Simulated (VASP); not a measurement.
# Ti4Al9 in VASP: a series of runs

The runs below take Ti4Al9 through single point, with PBEsol.

All numbers are computed with VASP 6.6.1; they aren't measurements. Logs are shortened: lines on timing, memory, paths and dates and some standing lists are left out, and cuts for length are marked.

**1. The cell of the first run**

The cell holds a slab with vacuum, 13 atoms: a = 3.972 Å, b = 6.334 Å, c = 22.422 Å, α = 90.00°, β = 90.00°, γ = 90.00°.

**2. Single point, PBEsol**

File INCAR:

```
  ALGO = Normal
  DIPOL = 0.5 0.5 0.500
  EDIFF = 1E-6
  ENCUT = 520
  GGA = PS
  IDIPOL = 3
  ISIF = 2
  ISMEAR = 0
  LASPH = True
  LCHARG = False
  LDIPOL = True
  LREAL = False
  LWAVE = False
  NBANDS = 50
  NELM = 100
  PREC = Accurate
  SIGMA = 0.1
```

File KPOINTS:

```
k-points
0
Gamma
  9 6 1
```

File POSCAR:

```
Ti4Al9
1.0
    3.9724249786      0.0000000000      0.0000000000
    0.0000000000      6.3340202875      0.0000000000
    0.0000000000      0.0000000000     22.4223014059
Al Ti
9 4
Direct
    0.0000000000      0.8103778562      0.3344884124
    0.5000000000      0.1233989978      0.3631059885
    0.5000000000      0.7155667843      0.4172442062
    0.5000000000      0.3077345708      0.4713824239
    0.0000000000      0.6207557124      0.5000000000
    0.5000000000      0.9337768540      0.5286175761
    0.5000000000      0.5259446405      0.5827557938
    0.5000000000      0.1181124270      0.6368940115
    0.0000000000      0.4311335686      0.6655115876
    0.0000000000      0.4327495880      0.3913879890
    0.0000000000      0.9983839807      0.4431004235
    0.0000000000      0.2431274442      0.5568995765
    0.0000000000      0.8087618369      0.6086120110
```

Potentials or basis: VASP PAW PBE potentials, release 64 (Al, Ti_sv).

On the command line:

```console
> cat potpaw_PBE.64/Al/POTCAR potpaw_PBE.64/Ti_sv/POTCAR > POTCAR
> mpirun -np 1 vasp_std > vasp.out
```

OUTCAR:

```text
EDIFF = 1E-6
   ENCUT = 520
   GGA = PS
   ISIF = 2
   ISMEAR = 0
   LASPH = True
   LREAL = False
   NELM = 100
   PREC = Accurate

 ion  position               nearest neighbor table
   1  0.000  0.810  0.334-  10 2.71  11 2.71   3 2.78   3 2.78   2 2.88   2 2.88
   2  0.500  0.123  0.363-   4 2.69  11 2.79  11 2.79   3 2.85  10 2.86  10 2.86   1 2.88   1 2.88

   3  0.500  0.716  0.417-  10 2.74  10 2.74  11 2.74  11 2.74   5 2.78   5 2.78   1 2.78   1 2.78
                             6 2.85   2 2.85   4 2.85
   4  0.500  0.308  0.471-   6 2.69   2 2.69  12 2.79  12 2.79  10 2.79  10 2.79   7 2.85   3 2.85
                            11 2.86  11 2.86   5 2.88   5 2.88
   5  0.000  0.621  0.500-  10 2.71  13 2.71  12 2.71  11 2.71   7 2.78   7 2.78   3 2.78   3 2.78
                             4 2.88   4 2.88   6 2.88   6 2.88
   6  0.500  0.934  0.529-   4 2.69   8 2.69  11 2.79  11 2.79  13 2.79  13 2.79   3 2.85   7 2.85
                            12 2.86  12 2.86   5 2.88   5 2.88
   7  0.500  0.526  0.583-  13 2.74  13 2.74  12 2.74  12 2.74   5 2.78   5 2.78   9 2.78   9 2.78
                             4 2.85   8 2.85   6 2.85
   8  0.500  0.118  0.637-   6 2.69  12 2.79  12 2.79   7 2.85  13 2.86  13 2.86   9 2.88   9 2.88

   9  0.000  0.431  0.666-  12 2.71  13 2.71   7 2.78   7 2.78   8 2.88   8 2.88
  10  0.000  0.433  0.391-   5 2.71   1 2.71   3 2.74   3 2.74   4 2.79   4 2.79   2 2.86   2 2.86

  11  0.000  0.998  0.443-   5 2.71   1 2.71   3 2.74   3 2.74   6 2.79   6 2.79   2 2.79   2 2.79
                             4 2.86   4 2.86
  12  0.000  0.243  0.557-   5 2.71   9 2.71   7 2.74   7 2.74   4 2.79   4 2.79   8 2.79   8 2.79
                             6 2.86   6 2.86
  13  0.000  0.809  0.609-   5 2.71   9 2.71   7 2.74   7 2.74   6 2.79   6 2.79   8 2.86   8 2.86

  LATTYP: Found a simple orthorhombic cell.
 ALAT       =     3.9724249786
 B/A-ratio  =     1.5944971451
 C/A-ratio  =     5.6444870644

  Lattice vectors:

 A1 = (   3.9724249786,   0.0000000000,   0.0000000000)
 A2 = (   0.0000000000,   6.3340202875,   0.0000000000)
 A3 = (   0.0000000000,   0.0000000000,  22.4223014059)

Analysis of symmetry for initial positions (statically):
=====================================================================
 Subroutine PRICEL returns:
 Original cell was already a primitive cell.

 Routine SETGRP: Setting up the symmetry group for a
 simple orthorhombic supercell.

 Subroutine GETGRP returns: Found  4 space group operations
 (whereof  2 operations were pure point group operations)
 out of a pool of  8 trial point group operations.

The static configuration has the point symmetry C_1h.
[... 154 lines left out ...]
  Fermi-wavevector in a.u.,A,eV,Ry     =   0.835520  1.578904  9.498139  0.698094
  Thomas-Fermi vector in A             =   1.949092
   LORBIT       =      0    0 simple, 1 ext, 2 COOP (PROOUT), +10 PAW based schemes
   GGA     = PS    functional components
   LHFCALC =     F    Hartree Fock is set to
   AEXX    =    0.0000 exact exchange contribution
   IVDW    =     0    specifies the selected vdW correction
   LEPSILON=     F    determine dielectric tensor
   LRPA    =     F    only Hartree local field effects (RPA)
 non-spin polarized calculation
 Gauss-broadening in eV      SIGMA  =   0.10
  energy-cutoff  :      520.00
  volume of cell :      564.18
 maximum number of plane-waves:     15276
 NGX is ok and might be reduce to    30
   NGX = 15   NGY = 23   NGZ = 83

 number of electron      74.9999996 magnetization

 dipolmoment           0.000000      0.000000     -0.000000 electrons x Angstroem

 Free energy of the ion-electron system (eV)
  ---------------------------------------------------
  ext. energy  EPLUGINS =         0.00000000
  ---------------------------------------------------
  free energy    TOTEN  =       -68.96131238 eV

  energy without entropy =      -68.91592639  energy(sigma->0) =      -68.93861939

 E-fermi :   0.3012     XC(G=0):  -4.9540

 val. band max:        0.2899481427   @ k =   0.4444   0.5000   0.0000
 cond. band min:       0.3082115936   @ k =   0.3333   0.5000   0.0000
 fundamental gap:      0.0182634509
 Fermi energy:         0.3011779816

 k-point     1 :       0.0000    0.0000    0.0000
  band No.  band energies     occupation
      1     -56.3069      2.00000
      2     -56.3068      2.00000
      3     -56.0912      2.00000
      4     -56.0761      2.00000
      5     -32.8104      2.00000
      6     -32.8097      2.00000
[... 1029 lines left out ...]
     48       1.8493      0.00000
     49       1.9959      0.00000
 [bands above 49 left out]

------------------------ aborting loop because EDIFF is reached ----------------------------------------

 vacuum level on the upper side and lower side of the slab       (xc-potential included)        -0.120        -0.120

  FORCE on cell =-STRESS in cart. coord.  units (eV):
  Direction    XX          YY          ZZ          XY          YZ          ZX
  --------------------------------------------------------------------------------------
  -------------------------------------------------------------------------------------
  Total       -4.1332888     -7.3929803      0.4853743      0.0000000      0.2218842      0.0000000
  in kB      -11.7379160    -20.9949474      1.3783898      0.0000000      0.6301176      0.0000000
  external PRESSURE =     -10.4514912 kB  Pullay stress =       0.0000000 kB

 VOLUME and BASIS-vectors are now :
 -----------------------------------------------------------------------------
  energy-cutoff  :      520.00
  volume of cell :      564.18
      direct lattice vectors                 reciprocal lattice vectors
     3.972424979  0.000000000  0.000000000     0.251735402  0.000000000  0.000000000
     0.000000000  6.334020287  0.000000000     0.000000000  0.157877612  0.000000000
     0.000000000  0.000000000 22.422301406     0.000000000  0.000000000  0.044598455

 POSITION                                       TOTAL-FORCE (eV/Angst)
 -----------------------------------------------------------------------------------
      0.00000      5.13295      7.50000         0.000000      0.229950     -0.075005
      1.98621      0.78161      8.14167         0.000000      0.020638      0.081445
      1.98621      4.53241      9.35558         0.000000     -0.081531     -0.403320
      1.98621      1.94920     10.56948         0.000000      0.165312     -0.169638
      0.00000      3.93188     11.21115         0.000000      0.000000      0.000000
      1.98621      5.91456     11.85282         0.000000     -0.165312      0.169638
      1.98621      3.33134     13.06673         0.000000      0.081531      0.403320
      1.98621      0.74813     14.28063         0.000000     -0.020638     -0.081445
      0.00000      2.73081     14.92230         0.000000     -0.229950      0.075005
      0.00000      2.74104      8.77582         0.000000     -0.660771     -0.051442
      0.00000      6.32378      9.93533         0.000000      0.491272      0.588569
      0.00000      1.53997     12.48697         0.000000     -0.491272     -0.588569
      0.00000      5.12271     13.64648         0.000000      0.660771      0.051442
 -----------------------------------------------------------------------------------
    total drift:                                0.000000      0.000038     -0.000040

  FREE ENERGIE OF THE ION-ELECTRON SYSTEM (eV)
  ---------------------------------------------------
  free  energy   TOTEN  =       -68.9613123813 eV

  energy  without entropy=      -68.9159263905  energy(sigma->0) =      -68.93861939

 vacuum level on the upper side and lower side of the slab         4.713         4.713
```

Run time: 16 min. Hardware: 1 thread of Intel Xeon Platinum 8488C (Sapphire Rapids), shared host; peak memory 0.77 GiB.

What came out:

- Free energy: -68.9613 eV
- Largest force: 0.767 eV/Å
- Band gap on the k mesh: zero (an odd number of electrons rules out a gap without spin polarisation)

Forces on the atoms (eV/Å):
```
Al   0.000  0.230 -0.075
Al   0.000  0.021  0.081
Al   0.000 -0.082 -0.403
Al   0.000  0.165 -0.170
Al   0.000  0.000  0.000
Al   0.000 -0.165  0.170
Al   0.000  0.082  0.403
Al   0.000 -0.021 -0.081
Al   0.000 -0.230  0.075
Ti   0.000 -0.661 -0.051
Ti   0.000  0.491  0.589
Ti   0.000 -0.491 -0.589
Ti   0.000  0.661  0.051
```

Levels at points of the mesh, in eV from the Fermi level:
```csv
k point,band 34,band 35,band 36,band 37,band 38,band 39,band 40,band 41
"(0.00, 0.00, 0.00)",-0.60,-0.58,-0.49,-0.29,0.11,0.16,0.60,0.86
"(0.00, 0.50, 0.00)",-0.71,-0.70,-0.26,-0.09,-0.01,0.16,0.23,0.53
```

Caveat: the PAW data sets were made with another functional, which shifts forces and pressure a little.

**3. Single point, PBEsol**

File INCAR:

```
SYSTEM = Ti4Al9
PREC = Accurate ; ENCUT = 520
EDIFF = 1E-6 ; ISMEAR = 0
SIGMA = 0.1 ; LREAL = .False.
LASPH = .True. ; NELM = 80
ALGO = Normal ; ISIF = 2
LWAVE = .False. ; LCHARG = .True.
LDIPOL = .True. ; IDIPOL = 3
DIPOL = 0.5 0.5 0.500 ; GGA = PS
LELF = .True. ; LVHAR = .True.
LVACPOTAV = .True. ; NBANDS = 50
```

File KPOINTS:

```
regular mesh
0
Gamma
  9 6 1
  0 0 0
```

File POSCAR:

```
Ti4Al9
1.0
    3.9724249786      0.0000000000      0.0000000000
    0.0000000000      6.3340202875      0.0000000000
    0.0000000000      0.0000000000     22.4223014059
Al Ti
9 4
Direct
    0.0000000000      0.8270918921      0.3348348011
    0.5000000000      0.1180510556      0.3635066055
    0.5000000000      0.7124347259      0.4127218012
    0.5000000000      0.3130838477      0.4703430920
    0.0000000000      0.6207558132      0.4999999923
    0.5000000000      0.9284274912      0.5296568600
    0.5000000000      0.5290769271      0.5872782211
    0.5000000000      0.1234601753      0.6364934595
    0.0000000000      0.4144197183      0.6651652081
    0.0000000000      0.4158210763      0.3904929627
    0.0000000000      1.0032544136      0.4473128961
    0.0000000000      0.2382569362      0.5526870996
    0.0000000000      0.8256901888      0.6095070009
```

Potentials or basis: VASP PAW PBE potentials, release 64 (Al, Ti_sv).

On the command line:

```console
> cat potpaw_PBE.64/Al/POTCAR potpaw_PBE.64/Ti_sv/POTCAR > POTCAR
> mpirun -np 1 vasp_std > vasp.out
```

OUTCAR:

```text
SYSTEM = Ti4Al9
   PREC = Accurate
   ENCUT = 520
   EDIFF = 1E-6
   ISMEAR = 0
   LREAL = .False.
   LASPH = .True.
   NELM = 80
   ISIF = 2
   GGA = PS

 ion  position               nearest neighbor table
   1  0.000  0.827  0.335-   3 2.74   3 2.74  11 2.76   2 2.78   2 2.78  10 2.89
   2  0.500  0.118  0.364-   4 2.70   1 2.78   1 2.78   3 2.80  10 2.81  10 2.81  11 2.83  11 2.83

   3  0.500  0.712  0.413-   1 2.74   1 2.74  10 2.78  10 2.78   2 2.80  11 2.82  11 2.82   4 2.84
                             5 2.85   5 2.85   6 2.96
   4  0.500  0.313  0.470-   2 2.70  10 2.75  10 2.75  12 2.75  12 2.75   6 2.78  11 2.84  11 2.84
                             3 2.84   5 2.86   5 2.86   7 2.96
   5  0.000  0.621  0.500-  11 2.70  12 2.70  13 2.78  10 2.78   3 2.85   3 2.85   7 2.85   7 2.85
                             6 2.86   6 2.86   4 2.86   4 2.86
   6  0.500  0.928  0.530-   8 2.70  13 2.75  13 2.75  11 2.75  11 2.75   4 2.78  12 2.84  12 2.84
                             7 2.84   5 2.86   5 2.86   3 2.96
   7  0.500  0.529  0.587-   9 2.74   9 2.74  13 2.78  13 2.78   8 2.80  12 2.82  12 2.82   6 2.84
                             5 2.85   5 2.85   4 2.96
   8  0.500  0.123  0.636-   6 2.70   9 2.78   9 2.78   7 2.80  13 2.81  13 2.81  12 2.83  12 2.83

[... 1271 lines left out ...]
  --------------------------------------------------------------------------------------
  -------------------------------------------------------------------------------------
  Total       -3.9948125     -8.9169810      0.1232390      0.0000000     -0.0362956      0.0000000
  in kB      -11.3446642    -25.3228791      0.3499800      0.0000000     -0.1030739      0.0000000
  external PRESSURE =     -12.1058544 kB  Pullay stress =       0.0000000 kB

 VOLUME and BASIS-vectors are now :
 -----------------------------------------------------------------------------
  energy-cutoff  :      520.00
  volume of cell :      564.18
      direct lattice vectors                 reciprocal lattice vectors
     3.972424979  0.000000000  0.000000000     0.251735402  0.000000000  0.000000000
     0.000000000  6.334020287  0.000000000     0.000000000  0.157877612  0.000000000
     0.000000000  0.000000000 22.422301406     0.000000000  0.000000000  0.044598455

 POSITION                                       TOTAL-FORCE (eV/Angst)
 -----------------------------------------------------------------------------------
      0.00000      5.23882      7.50777         0.000000      0.007794     -0.013680
      1.98621      0.74774      8.15065         0.000000      0.002862     -0.011151
      1.98621      4.51258      9.25417         0.000000     -0.004369      0.006592
      1.98621      1.98308     10.54617         0.000000      0.004763      0.003029
      0.00000      3.93188     11.21115         0.000000     -0.000000      0.000000
      1.98621      5.88068     11.87613         0.000000     -0.004763     -0.003029
      1.98621      3.35118     13.16813         0.000000      0.004369     -0.006592
      1.98621      0.78200     14.27165         0.000000     -0.002862      0.011151
      0.00000      2.62494     14.91453         0.000000     -0.007794      0.013680
      0.00000      2.63382      8.75575         0.000000     -0.011311     -0.008931
      0.00000      0.02061     10.02978         0.000000      0.011251      0.011186
      0.00000      1.50912     12.39252         0.000000     -0.011251     -0.011186
      0.00000      5.22994     13.66655         0.000000      0.011311      0.008931
 -----------------------------------------------------------------------------------
    total drift:                                0.000000     -0.000528      0.002227

  FREE ENERGIE OF THE ION-ELECTRON SYSTEM (eV)
  ---------------------------------------------------
  free  energy   TOTEN  =       -69.1804181065 eV

  energy  without entropy=      -69.1410950065  energy(sigma->0) =      -69.16075656

 vacuum level on the upper side and lower side of the slab         4.835         4.835
```

It took 16 min on 1 thread of Intel Xeon Platinum 8488C (Sapphire Rapids), shared host; peak memory 0.78 GiB.

Results:

- Free energy: -69.1804 eV
- Largest force: 0.016 eV/Å
- Band gap on the k mesh: zero (an odd number of electrons rules out a gap without spin polarisation)

Forces on the atoms (eV/Å):
```
Al   0.000  0.008 -0.014
Al   0.000  0.003 -0.011
Al   0.000 -0.004  0.007
Al   0.000  0.005  0.003
Al   0.000  0.000  0.000
Al   0.000 -0.005 -0.003
Al   0.000  0.004 -0.007
Al   0.000 -0.003  0.011
Al   0.000 -0.008  0.014
Ti   0.000 -0.011 -0.009
Ti   0.000  0.011  0.011
Ti   0.000 -0.011 -0.011
Ti   0.000  0.011  0.009
```

Caveat: the PAW data sets were made with another functional, which shifts forces and pressure a little.
